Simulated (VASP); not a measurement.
Input of a VASP 6.6.1 run:

File INCAR:

```
  ALGO = Normal
  EDIFF = 1E-6
  EDIFFG = -0.005
  ENCUT = 600
  GGA = PS
  IBRION = 2
  ISIF = 3
  ISMEAR = 0
  LASPH = T
  LCHARG = F
  LREAL = F
  LWAVE = F
  NELM = 100
  NSW = 100
  PREC = Accurate
  SIGMA = 0.1
```

The input KPOINTS:

```
k-points
0
Gamma
  14 14 14
```

POSCAR

```
Ca
1.0
   -2.1615068665      2.1615068665      2.1615068665
    2.1615068665     -2.1615068665      2.1615068665
    2.1615068665      2.1615068665     -2.1615068665
Ca
1
Direct
    0.0000000000      0.0000000000      0.0000000000
```

Potentials or basis: VASP PAW PBE potentials, release 64 (Ca_sv).

Run with:

```bash
$ cat potpaw_PBE.64/Ca_sv/POTCAR > POTCAR
$ mpirun -np 1 vasp_std > vasp.out
```

Q: Estimate the band gap on the k mesh.

A: Zero (band 5 reaches 2.36 eV, above the bottom of band 6 at 2.09 eV).

Final structure:
```xyz
1
Lattice="-2.1615 2.1615 2.1615 2.1615 -2.1615 2.1615 2.1615 2.1615 -2.1615" Properties=species:S:1:pos:R:3 pbc="T T T"
Ca    0.0000    0.0000    0.0000
```

Caveat: the relaxation stopped at its first step, so nothing moved.
